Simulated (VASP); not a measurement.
**MgO: single point with PBE**

MgO:

```xyz
2
Lattice="0.0000 2.1269 2.0950 2.1269 0.0000 2.0950 2.1269 2.1269 0.0000" Properties=species:S:1:pos:R:3 pbc="T T T"
Mg    0.0000    0.0000    0.0000
O     2.1269    2.1269    2.0950
```

This cell differs from its parent crystal: strain -0.0150 x Voigt [0, 0, 1, 0, 0, 0].

- Program: VASP 6.6.1
- Task: single point
- Functional: PBE
- Potentials or basis: VASP PAW PBE potentials, release 64 (Mg, O)
- Cutoff: 520 eV
- k mesh: 10 × 10 × 10
- Occupations: gaussian, width 0.05 eV
- Spin: no spin polarisation

* Pressure: 1.7 GPa
* Band gap on the k mesh: 4.57 eV, direct

Stress tensor (GPa, compression positive):
```
0.65 0.00 0.00
0.00 0.65 0.00
0.00 0.00 3.69
```

Levels at points of the mesh, in eV from the valence-band top:
| k point | band 2 | band 3 | band 4 | band 5 | band 6 | band 7 |
| --- | --- | --- | --- | --- | --- | --- |
| (0.00, 0.00, 0.00) | -0.03 | 0.00 | 0.00 | 4.57 | 15.66 | 15.66 |
| (0.50, 0.00, 0.00) | -4.56 | -0.66 | -0.63 | 7.79 | 12.43 | 15.98 |
| (0.50, 0.50, 0.00) | -4.00 | -1.38 | -1.38 | 8.99 | 9.79 | 13.07 |
| (0.50, 0.00, 0.50) | -4.05 | -1.36 | -1.27 | 9.15 | 9.81 | 12.87 |

It took 15 s on 1 thread of Intel(R) Xeon(R) Platinum 8559C (Emerald Rapids) (shared host), peak memory 0.15 GiB.

Caveat: the cell differs from its parent crystal (strain -0.0150 x Voigt [0, 0, 1, 0, 0, 0]).
